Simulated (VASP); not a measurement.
# CsBa3 (P4mm) in VASP: single point with PBE

Aim: the single point of CsBa3 with PBE.

Everything below comes from runs of VASP 6.6.1. Logs are shortened: lines on timing, memory, paths and dates and some standing lists are left out, and cuts for length are marked.

## Step 1: The cell of the first run

It takes space group P4mm (No. 99, tetragonal). The conventional cell has a = 6.604 Å, b = 6.604 Å, c = 6.604 Å, α = 90.00°, β = 90.00°, γ = 90.00°.

## Step 2: Single point, PBE

INCAR reads:

```
SYSTEM = CsBa3
ALGO = Fast ; EDIFF = 1E-6
ENCUT = 520 ; GGA = PE
ISIF = 2 ; ISMEAR = 0
LASPH = .TRUE. ; LCHARG = .FALSE.
LREAL = .FALSE. ; LWAVE = .FALSE.
NBANDS = 28 ; NELM = 100
PREC = Accurate ; SIGMA = 0.06802846561497
```

KPOINTS reads:

```
k-points
0
G
  1 1 1
  0 0 0
```

POSCAR reads:

```
CsBa3
1.0
    6.6043710000      0.0000000000      0.0000000000
    0.0000000000      6.6043710000      0.0000000000
    0.0000000000      0.0000000000      6.6043710000
Cs Ba
1 3
Direct
    0.0075707437      0.0000000000      0.0000000000
    0.0000000000      0.5000000000      0.5000000000
    0.5000000000      0.0000000000      0.5000000000
    0.5000000000      0.5000000000      0.0000000000
```

Potentials or basis: VASP PAW PBE potentials, release 64 (Cs_sv, Ba_sv).

Command:

```
$ cat potpaw_PBE.64/Cs_sv/POTCAR potpaw_PBE.64/Ba_sv/POTCAR > POTCAR
$ mpirun -np 1 vasp_gam > vasp.out
```

OUTCAR:

```text
SYSTEM = CsBa3
   EDIFF = 1E-6
   ENCUT = 520
   GGA = PE
   ISIF = 2
   ISMEAR = 0
   LASPH = .TRUE.
   LREAL = .FALSE.
   NELM = 100
   PREC = Accurate

 ion  position               nearest neighbor table
   1  0.008  0.000  0.000-
   2  0.000  0.500  0.500-   3 4.67   4 4.67   4 4.67   3 4.67   3 4.67   4 4.67   4 4.67   3 4.67

   3  0.500  0.000  0.500-   2 4.67   4 4.67   4 4.67   2 4.67   4 4.67   4 4.67   2 4.67   2 4.67

   4  0.500  0.500  0.000-   2 4.67   3 4.67   2 4.67   3 4.67   3 4.67   3 4.67   2 4.67   2 4.67

  LATTYP: Found a simple cubic cell.
 ALAT       =     6.6043710000

  Lattice vectors:

 A1 = (   6.6043710000,   0.0000000000,   0.0000000000)
 A2 = (   0.0000000000,   6.6043710000,   0.0000000000)
 A3 = (   0.0000000000,   0.0000000000,   6.6043710000)

Analysis of symmetry for initial positions (statically):
=====================================================================
 Subroutine PRICEL returns:
 Original cell was already a primitive cell.

 Routine SETGRP: Setting up the symmetry group for a
 simple cubic supercell.

 Subroutine GETGRP returns: Found  8 space group operations
 (whereof  8 operations were pure point group operations)
 out of a pool of 48 trial point group operations.

The static configuration has the point symmetry C_4v.

Analysis of symmetry for dynamics (positions and initial velocities):
=====================================================================
 Subroutine PRICEL returns:
 Original cell was already a primitive cell.

 Routine SETGRP: Setting up the symmetry group for a
 simple cubic supercell.

 Subroutine GETGRP returns: Found  8 space group operations
 (whereof  8 operations were pure point group operations)
 out of a pool of 48 trial point group operations.

The dynamic configuration has the point symmetry C_4v.

 Subroutine INISYM returns: Found  8 space group operations
 (whereof  8 operations are pure point group operations),
 and found     1 'primitive' translations

----------------------------------------------------------------------------------------

                                     Primitive cell

  volume of cell :     288.0676

  direct lattice vectors                    reciprocal lattice vectors
     6.604371000  0.000000000  0.000000000     0.151414874  0.000000000  0.000000000
     0.000000000  6.604371000  0.000000000     0.000000000  0.151414874  0.000000000
     0.000000000  0.000000000  6.604371000     0.000000000  0.000000000  0.151414874

  length of vectors
     6.604371000  6.604371000  6.604371000     0.151414874  0.151414874  0.151414874

  position of ions in fractional coordinates (direct lattice)
     0.007570744  0.000000000  0.000000000
     0.000000000  0.500000000  0.500000000
     0.500000000  0.000000000  0.500000000
     0.500000000  0.500000000  0.000000000

  ion indices of the primitive-cell ions
   primitive index   ion index
                 1           1
                 2           2
                 3           3
                 4           4

----------------------------------------------------------------------------------------

 KPOINTS: k-points

Automatic generation of k-mesh.
 Grid dimensions read from file:
 generate k-points for:    1    1    1

 Generating k-lattice:

  Cartesian coordinates                     Fractional coordinates (reciprocal lattice)
     0.151414874  0.000000000  0.000000000     1.000000000  0.000000000  0.000000000
     0.000000000  0.151414874  0.000000000     0.000000000  1.000000000  0.000000000
     0.000000000  0.000000000  0.151414874     0.000000000  0.000000000  1.000000000

  Length of vectors
     0.151414874  0.151414874  0.151414874

  Shift w.r.t. Gamma in fractional coordinates (k-lattice)
     0.000000000  0.000000000  0.000000000

 Subroutine IBZKPT returns following result:
 ===========================================

 Found      1 irreducible k-points:

 Following reciprocal coordinates:
            Coordinates               Weight
  0.000000  0.000000  0.000000      1.000000
   k-points           NKPTS =      1   k-points in BZ     NKDIM =      1   number of bands    NBANDS=     28
   number of dos      NEDOS =    301   number of ions     NIONS =      4
   total plane-waves  NPLWV = 125000
   dimension x,y,z NGX =    50 NGY =   50 NGZ =   50
   dimension x,y,z NGXF=   100 NGYF=  100 NGZF=  100
   ions per type =               1   3
   NGX,Y,Z   is equivalent  to a cutoff of  12.59, 12.59, 12.59 a.u.
   NGXF,Y,Z  is equivalent  to a cutoff of  25.17, 25.17, 25.17 a.u.
 SYSTEM =  CsBa3
   PREC   = accura    normal or accurate (medium, high low for compatibility)
   ISTART =      0    job   : 0-new  1-cont  2-samecut
   ICHARG =      2    charge: 1-file 2-atom 10-const
   ISPIN  =      1    spin polarized calculation?
   LNONCOLLINEAR =      F non collinear calculations
   LSORBIT =      F    spin-orbit coupling
   LASPH  =      T    aspherical Exc in radial PAW
   ENCUT  =  520.0 eV  38.22 Ry    6.18 a.u.  12.28 12.28 12.28*2*pi/ulx,y,z
   NELM   =    100;   NELMIN=  2; NELMDL= -5     # of ELM steps
   EDIFF  = 0.1E-05   stopping-criterion for ELM
   LREAL  =      F    real-space projection
[... 7 lines left out ...]
   TEBEG  =    0.0;   TEEND  =   0.0 temperature during run
   PSTRESS=    0.0 pullay stress
   NELECT =      39.0000    total number of electrons
   NUPDOWN=      -1.0000    fix difference up-down
   EMIN   =  10.00;   EMAX   =-10.00  energy-range for DOS
   EFERMI =   0.00;   METHOD = LEGACY
   ISMEAR =     0;   SIGMA  =   0.07  broadening in eV -4-tet -1-fermi 0-gaus
   EFERMI_NEDOS =   21; number of points for ismear=-14 and -15
   IALGO  =     68    algorithm
   IMIX   =      4    mixing-type and parameters
     AMIX     =   0.40;   BMIX     =  1.00
     AMIX_MAG =   1.60;   BMIX_MAG =  1.00
  volume/ion in A,a.u.               =      72.02       485.99
  Fermi-wavevector in a.u.,A,eV,Ry     =   0.840617  1.588536  9.614382  0.706637
  Thomas-Fermi vector in A             =   1.955028
   LORBIT       =      0    0 simple, 1 ext, 2 COOP (PROOUT), +10 PAW based schemes
   GGA     = PE    functional components
   LHFCALC =     F    Hartree Fock is set to
   AEXX    =    0.0000 exact exchange contribution
   IVDW    =     0    specifies the selected vdW correction
   LEPSILON=     F    determine dielectric tensor
   LRPA    =     F    only Hartree local field effects (RPA)
 non-spin polarized calculation
 RMM-DIIS sequential band-by-band and
 Gauss-broadening in eV      SIGMA  =   0.07
  energy-cutoff  :      520.00
  volume of cell :      288.07
 maximum number of plane-waves:      3905
 NGX is ok and might be reduce to    50
   NGX = 25   NGY = 25   NGZ = 25

 number of electron      38.9999994 magnetization

 Free energy of the ion-electron system (eV)
  ---------------------------------------------------
  ext. energy  EPLUGINS =         0.00000000
  ---------------------------------------------------
  free energy    TOTEN  =        -8.76663463 eV

  energy without entropy =       -8.70520874  energy(sigma->0) =       -8.73592169

 E-fermi :   0.9030     XC(G=0):  -6.8496

 val. band max:        0.8704669374   @ k =   0.0000   0.0000   0.0000
 cond. band min:       1.5226973674   @ k =   0.0000   0.0000   0.0000
 fundamental gap:      0.6522304301
 Fermi energy:         0.9029649280

 k-point     1 :       0.0000    0.0000    0.0000
  band No.  band energies     occupation
      1     -27.9834      2.00000
      2     -27.9621      2.00000
      3     -27.9621      2.00000
      4     -21.5868      2.00000
      5     -13.2266      2.00000
      6     -13.2266      2.00000
[... 20 lines left out ...]
     27       3.3955      0.00000
     28       3.3962      0.00000

------------------------ aborting loop because EDIFF is reached ----------------------------------------

  FORCE on cell =-STRESS in cart. coord.  units (eV):
  Direction    XX          YY          ZZ          XY          YZ          ZX
  --------------------------------------------------------------------------------------
  -------------------------------------------------------------------------------------
  Total       -6.6618805     -6.6637342     -6.6637342      0.0000000      0.0000000      0.0000000
  in kB      -37.0521176    -37.0624279    -37.0624279      0.0000000      0.0000000      0.0000000
  external PRESSURE =     -37.0589911 kB  Pullay stress =       0.0000000 kB

 VOLUME and BASIS-vectors are now :
 -----------------------------------------------------------------------------
  energy-cutoff  :      520.00
  volume of cell :      288.07
      direct lattice vectors                 reciprocal lattice vectors
     6.604371000  0.000000000  0.000000000     0.151414874  0.000000000  0.000000000
     0.000000000  6.604371000  0.000000000     0.000000000  0.151414874  0.000000000
     0.000000000  0.000000000  6.604371000     0.000000000  0.000000000  0.151414874

 POSITION                                       TOTAL-FORCE (eV/Angst)
 -----------------------------------------------------------------------------------
      0.05000      0.00000      0.00000        -0.064456      0.000000     -0.000000
      0.00000      3.30219      3.30219         0.006768     -0.000000      0.000000
      3.30219      0.00000      3.30219         0.028844     -0.000000      0.000000
      3.30219      3.30219      0.00000         0.028844     -0.000000      0.000000
 -----------------------------------------------------------------------------------
    total drift:                                0.001290     -0.000000     -0.000000

  FREE ENERGIE OF THE ION-ELECTRON SYSTEM (eV)
  ---------------------------------------------------
  free  energy   TOTEN  =        -8.7666346342 eV

  energy  without entropy=       -8.7052087428  energy(sigma->0) =       -8.73592169
```

Run time: 8.6 s. Hardware: 1 thread of AMD EPYC 9R45 (Zen 5), shared host; peak memory 0.29 GiB.

What came out:

```yaml
Free_energy: -8.7666 eV
Pressure: -3.7 GPa
Largest_force: 0.064 eV/Å
```

Forces in eV/Å, atoms in the order of the input:
```
Cs  -0.064  0.000  0.000
Ba   0.007  0.000  0.000
Ba   0.029  0.000  0.000
Ba   0.029  0.000  0.000
```

Caveat: the k points lie up to 0.95 Å⁻¹ apart; spin-orbit coupling is left out, which moves the levels of the heavy elements.
